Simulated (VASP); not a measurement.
# Cu (Fm-3m) in VASP: a series of runs

The runs below take Cu through single point, with PBE.

Program: VASP 6.6.1. These are calculated values, not measurements. Logs are shortened: lines on timing, memory, paths and dates and some standing lists are left out, and cuts for length are marked.

## (1) The cell of the first run

Symmetry: Fm-3m, No. 225, cubic system. The conventional cell has a = 3.561 Å, b = 3.561 Å, c = 3.561 Å, α = 90.00°, β = 90.00°, γ = 90.00°. Cu (site symmetry m-3m) has 12 Cu at 2.52 Å within 3.3 Å.

## (2) Single point, PBE (strain -0.015 along x and y, -0.015 along z)

Input file INCAR:

```
ALGO     = Fast           # electronic algorithm
EDIFF    = 1E-6           # SCF threshold, eV
ENCUT    = 520            # plane-wave cutoff, eV
GGA      = PE             # functional
ISIF     = 2              # what is computed and relaxed
ISMEAR   = 0              # smearing method
LASPH    = T              # aspherical terms in the spheres
LCHARG   = T              # write CHGCAR
LELF     = T              # ELF
LREAL    = F              # projectors in reciprocal space
LVHAR    = T            
LWAVE    = F              # write WAVECAR
NBANDS   = 12             # bands
NELM     = 60             # most SCF steps
PREC     = Accurate       # precision mode
SIGMA    = 0.15           # smearing width, eV
```

Input file KPOINTS:

```
k-points
0
Gamma
  22 22 22
```

Input file POSCAR:

```
Cu
1.0
    0.0000000000      1.7803875000      1.7803875000
    1.7803875000      0.0000000000      1.7803875000
    1.7803875000      1.7803875000      0.0000000000
Cu
1
Direct
    0.0000000000      0.0000000000      0.0000000000
```

Potentials or basis: VASP PAW PBE potentials, release 64 (Cu).

Launch:

```sh
> cat potpaw_PBE.64/Cu/POTCAR > POTCAR
> mpirun -np 1 vasp_std > vasp.out
```

OUTCAR:

```text
EDIFF = 1E-6
   ENCUT = 520
   GGA = PE
   ISIF = 2
   ISMEAR = 0
   LASPH = T
   LREAL = F
   NELM = 60
   PREC = Accurate

 ion  position               nearest neighbor table
   1  0.000  0.000  0.000-

  LATTYP: Found a face centered cubic cell.
 ALAT       =     3.5607750000

  Lattice vectors:

 A1 = (   0.0000000000,   1.7803875000,   1.7803875000)
 A2 = (   1.7803875000,   0.0000000000,   1.7803875000)
 A3 = (   1.7803875000,   1.7803875000,   0.0000000000)

Analysis of symmetry for initial positions (statically):
=====================================================================
 Subroutine PRICEL returns:
 Original cell was already a primitive cell.

 Routine SETGRP: Setting up the symmetry group for a
 face centered cubic supercell.

 Subroutine GETGRP returns: Found 48 space group operations
 (whereof 48 operations were pure point group operations)
 out of a pool of 48 trial point group operations.

The static configuration has the point symmetry O_h .

Analysis of symmetry for dynamics (positions and initial velocities):
=====================================================================
 Subroutine PRICEL returns:
 Original cell was already a primitive cell.

 Routine SETGRP: Setting up the symmetry group for a
 face centered cubic supercell.

 Subroutine GETGRP returns: Found 48 space group operations
 (whereof 48 operations were pure point group operations)
 out of a pool of 48 trial point group operations.

The dynamic configuration has the point symmetry O_h .

 Subroutine INISYM returns: Found 48 space group operations
 (whereof 48 operations are pure point group operations),
 and found     1 'primitive' translations

----------------------------------------------------------------------------------------

                                     Primitive cell

  volume of cell :      11.2869

  direct lattice vectors                    reciprocal lattice vectors
     0.000000000  1.780387500  1.780387500    -0.280837739  0.280837739  0.280837739
     1.780387500  0.000000000  1.780387500     0.280837739 -0.280837739  0.280837739
     1.780387500  1.780387500  0.000000000     0.280837739  0.280837739 -0.280837739

  length of vectors
     2.517848149  2.517848149  2.517848149     0.486425233  0.486425233  0.486425233

  position of ions in fractional coordinates (direct lattice)
     0.000000000  0.000000000  0.000000000

  ion indices of the primitive-cell ions
   primitive index   ion index
                 1           1

----------------------------------------------------------------------------------------

 KPOINTS: k-points

Automatic generation of k-mesh.
 Grid dimensions read from file:
 generate k-points for:   22   22   22

 Generating k-lattice:

  Cartesian coordinates                     Fractional coordinates (reciprocal lattice)
    -0.012765352  0.012765352  0.012765352     0.045454545  0.000000000  0.000000000
     0.012765352 -0.012765352  0.012765352     0.000000000  0.045454545  0.000000000
     0.012765352  0.012765352 -0.012765352     0.000000000  0.000000000  0.045454545

  Length of vectors
     0.022110238  0.022110238  0.022110238

  Shift w.r.t. Gamma in fractional coordinates (k-lattice)
     0.000000000  0.000000000  0.000000000

 Subroutine IBZKPT returns following result:
 ===========================================

 Found    328 irreducible k-points:

 Following reciprocal coordinates:
            Coordinates               Weight
  0.000000  0.000000  0.000000      1.000000
  0.045455  0.000000  0.000000      8.000000
  0.090909  0.000000  0.000000      8.000000
  0.136364  0.000000  0.000000      8.000000
  0.181818  0.000000  0.000000      8.000000
  0.227273  0.000000  0.000000      8.000000
[... 16 lines left out ...]
  0.500000  0.045455  0.000000     24.000000
 -0.454545  0.045455  0.000000     24.000000
 [... further k-points ...]
   k-points           NKPTS =    328   k-points in BZ     NKDIM =    328   number of bands    NBANDS=     12
   number of dos      NEDOS =    301   number of ions     NIONS =      1
   total plane-waves  NPLWV =   8000
   dimension x,y,z NGX =    20 NGY =   20 NGZ =   20
   dimension x,y,z NGXF=    40 NGYF=   40 NGZF=   40
   ions per type =               1
   NGX,Y,Z   is equivalent  to a cutoff of  13.21, 13.21, 13.21 a.u.
   NGXF,Y,Z  is equivalent  to a cutoff of  26.41, 26.41, 26.41 a.u.
 SYSTEM =  unknown system
   PREC   = accura    normal or accurate (medium, high low for compatibility)
   ISTART =      0    job   : 0-new  1-cont  2-samecut
   ICHARG =      2    charge: 1-file 2-atom 10-const
   ISPIN  =      1    spin polarized calculation?
   LNONCOLLINEAR =      F non collinear calculations
   LSORBIT =      F    spin-orbit coupling
   LASPH  =      T    aspherical Exc in radial PAW
   ENCUT  =  520.0 eV  38.22 Ry    6.18 a.u.   4.68  4.68  4.68*2*pi/ulx,y,z
   NELM   =     60;   NELMIN=  2; NELMDL= -5     # of ELM steps
   EDIFF  = 0.1E-05   stopping-criterion for ELM
   LREAL  =      F    real-space projection
   EDIFFG = 0.1E-04   stopping-criterion for IOM
   NSW    =      0    number of steps for IOM
   IBRION =     -1    ionic relax: 0-MD 1-quasi-New 2-CG
   NFREE  =      0    steps in history (QN), initial steepest desc. (CG)
   ISIF   =      2    stress and relaxation
   ISYM   =      2    0-nonsym 1-usesym 2-fastsym
   POTIM  = 0.5000    time-step for ionic-motion
   TEBEG  =    0.0;   TEEND  =   0.0 temperature during run
   PSTRESS=    0.0 pullay stress
   NELECT =      11.0000    total number of electrons
   NUPDOWN=      -1.0000    fix difference up-down
   EMIN   =  10.00;   EMAX   =-10.00  energy-range for DOS
   EFERMI =   0.00;   METHOD = LEGACY
   ISMEAR =     0;   SIGMA  =   0.15  broadening in eV -4-tet -1-fermi 0-gaus
   EFERMI_NEDOS =   21; number of points for ismear=-14 and -15
   IALGO  =     68    algorithm
   IMIX   =      4    mixing-type and parameters
     AMIX     =   0.40;   BMIX     =  1.00
     AMIX_MAG =   1.60;   BMIX_MAG =  1.00
  volume/ion in A,a.u.               =      11.29        76.17
  Fermi-wavevector in a.u.,A,eV,Ry     =   1.623110  3.067232 35.844343  2.634485
  Thomas-Fermi vector in A             =   2.716613
   LORBIT       =      0    0 simple, 1 ext, 2 COOP (PROOUT), +10 PAW based schemes
   GGA     = PE    functional components
   LHFCALC =     F    Hartree Fock is set to
   AEXX    =    0.0000 exact exchange contribution
   IVDW    =     0    specifies the selected vdW correction
   LEPSILON=     F    determine dielectric tensor
   LRPA    =     F    only Hartree local field effects (RPA)
 non-spin polarized calculation
 RMM-DIIS sequential band-by-band and
 Gauss-broadening in eV      SIGMA  =   0.15
  energy-cutoff  :      520.00
  volume of cell :       11.29
 maximum number of plane-waves:       316
   NGX =  9   NGY =  9   NGZ =  9

 number of electron      11.0000013 magnetization

 Free energy of the ion-electron system (eV)
  ---------------------------------------------------
  ext. energy  EPLUGINS =         0.00000000
  ---------------------------------------------------
  free energy    TOTEN  =        -3.70933890 eV

  energy without entropy =       -3.70666157  energy(sigma->0) =       -3.70800023

 E-fermi :   8.1678     XC(G=0): -12.9912

 val. band max:        8.1639972612   @ k =   0.5000   0.3182   0.1364
 cond. band min:       8.2277256864   @ k =   0.5000   0.1818   0.0455
 fundamental gap:      0.0637284253
 Fermi energy:         8.1678419380

 k-point     1 :       0.0000    0.0000    0.0000
  band No.  band energies     occupation
      1      -1.5409      2.00000
      2       4.9916      2.00000
      3       4.9916      2.00000
      4       4.9916      2.00000
      5       5.8736      2.00000
      6       5.8736      2.00000
      7      31.1174      0.00000
      8      34.1180      0.00000
      9      34.1180      0.00000
     10      34.1180      0.00000
     11      36.6555      0.00000
     12      36.6555      0.00000

 k-point     2 :       0.0455    0.0000    0.0000
  band No.  band energies     occupation
      1      -1.4630      2.00000
      2       4.9741      2.00000
      3       5.0070      2.00000
      4       5.0070      2.00000
      5       5.8672      2.00000
      6       5.8672      2.00000
      7      30.7642      0.00000
      8      32.9475      0.00000
      9      33.8570      0.00000
     10      33.8570      0.00000
     11      37.0231      0.00000
     12      37.0231      0.00000

 k-point     3 :       0.0909    0.0000    0.0000
  band No.  band energies     occupation
      1      -1.2311      2.00000
      2       4.9248      2.00000
      3       5.0494      2.00000
      4       5.0494      2.00000
      5       5.8520      2.00000
      6       5.8520      2.00000
      7      29.1798      0.00000
      8      32.0792      0.00000
      9      33.3259      0.00000
     10      33.3259      0.00000
     11      37.8503      0.00000
     12      37.8528      0.00000
[... 286 lines left out ...]
 k-point    23 :       0.5000    0.0455    0.0000
  band No.  band energies     occupation
      1       2.8619      2.00000
      2       4.9262      2.00000
      3       4.9815      2.00000
      4       6.1354      2.00000
      5       6.4841      2.00000
      6       7.3872      2.00000
      7      12.2366      0.00000
      8      29.0284      0.00000
      9      30.2638      0.00000
     10      30.3894      0.00000
     11      34.6613      0.00000
     12      34.8289      0.00000

 k-point    24 :      -0.4545    0.0455    0.0000
  band No.  band energies     occupation
      1       2.8481      2.00000
      2       4.9332      2.00000
      3       4.9819      2.00000
      4       6.1184      2.00000
      5       6.4513      2.00000
      6       7.2885      2.00000
      7      12.4311      0.00000
      8      28.8493      0.00000
      9      30.3074      0.00000
     10      30.7063      0.00000
     11      34.3216      0.00000
     12      35.0780      0.00000

 [... further k-points ...]

------------------------ aborting loop because EDIFF is reached ----------------------------------------

  FORCE on cell =-STRESS in cart. coord.  units (eV):
  Direction    XX          YY          ZZ          XY          YZ          ZX
  --------------------------------------------------------------------------------------
  -------------------------------------------------------------------------------------
  Total        0.7165972      0.7165972      0.7165972     -0.0000000     -0.0000000     -0.0000000
  in kB      101.7213494    101.7213494    101.7213494     -0.0000000     -0.0000000     -0.0000000
  external PRESSURE =     101.7213494 kB  Pullay stress =       0.0000000 kB

 VOLUME and BASIS-vectors are now :
 -----------------------------------------------------------------------------
  energy-cutoff  :      520.00
  volume of cell :       11.29
      direct lattice vectors                 reciprocal lattice vectors
     0.000000000  1.780387500  1.780387500    -0.280837739  0.280837739  0.280837739
     1.780387500  0.000000000  1.780387500     0.280837739 -0.280837739  0.280837739
     1.780387500  1.780387500  0.000000000     0.280837739  0.280837739 -0.280837739

 POSITION                                       TOTAL-FORCE (eV/Angst)
 -----------------------------------------------------------------------------------
      0.00000      0.00000      0.00000        -0.000000      0.000000     -0.000000
 -----------------------------------------------------------------------------------
    total drift:                                0.000000      0.000000      0.000000

  FREE ENERGIE OF THE ION-ELECTRON SYSTEM (eV)
  ---------------------------------------------------
  free  energy   TOTEN  =        -3.7093388968 eV

  energy  without entropy=       -3.7066615717  energy(sigma->0) =       -3.70800023
```

It took 41 s on 1 thread of Intel Xeon 8259CL, shared host; peak memory 0.16 GiB.

Results:

```yaml
Free_energy: -3.7093 eV
Pressure: 10.2 GPa
Band_gap_on_the_k_mesh: zero (an odd number of electrons rules out a gap without spin polarisation)
```

Levels at points of the mesh, in eV from the Fermi level:
```tsv
k point	band 2	band 3	band 4	band 5	band 6	band 7	band 8	band 9	band 10	band 11
(0.00, 0.00, 0.00)	-3.18	-3.18	-3.18	-2.29	-2.29	22.95	25.95	25.95	25.95	28.49
(0.50, 0.00, 0.00)	-3.21	-3.21	-1.69	-1.69	-1.14	3.98	21.42	22.78	22.78	25.73
(0.50, 0.50, 0.00)	-4.67	-1.70	-1.53	-1.53	1.46	7.43	13.43	13.43	18.04	21.02
```

Caveat: the cell differs from its parent crystal (strain -0.015 along x and y, -0.015 along z); the cell stands under pressure.

## (3) Single point, PBE (strain +0.015 along x and y, +0.015 along z)

Input file INCAR:

```
PREC = Accurate ; ENCUT = 520
EDIFF = 1E-7 ; ISMEAR = 0
SIGMA = 0.15 ; LREAL = False
LASPH = True ; NELM = 60
ALGO = Fast ; ISIF = 2
LWAVE = False ; LCHARG = False
GGA = PE ; NBANDS = 12
```

Input file KPOINTS:

```
regular mesh
0
Gamma
  22 22 22
```

Input file POSCAR:

```
Cu
1.0
    0.0000000000      1.8346125000      1.8346125000
    1.8346125000      0.0000000000      1.8346125000
    1.8346125000      1.8346125000      0.0000000000
Cu
1
Direct
    0.0000000000      0.0000000000      0.0000000000
```

Potentials or basis: VASP PAW PBE potentials, release 64 (Cu).

Launch:

```sh
> cat potpaw_PBE.64/Cu/POTCAR > POTCAR
> mpirun -np 1 vasp_std > vasp.out
```

Wall time 46 s (1 thread of Intel Xeon 8259CL, shared host); peak memory 0.16 GiB.

Results (log left out):

| Quantity | Value |
| --- | --- |
| Free energy | -3.7266 eV |
| Pressure | -3.5 GPa |
| Band gap on the k mesh | zero (an odd number of electrons rules out a gap without spin polarisation) |

Levels at points of the mesh, in eV from the Fermi level:
```csv
k point,band 4,band 5,band 6,band 7,band 8,band 9
"(0.00, 0.00, 0.00)",-2.89,-2.12,-2.12,22.24,24.54,24.54
"(0.50, 0.00, 0.00)",-1.59,-1.59,-0.87,3.54,20.76,21.39
"(0.50, 0.50, 0.00)",-1.46,-1.46,1.54,6.81,12.75,12.75
```

Caveat: the cell differs from its parent crystal (strain +0.015 along x and y, +0.015 along z); the cell stands under tension.
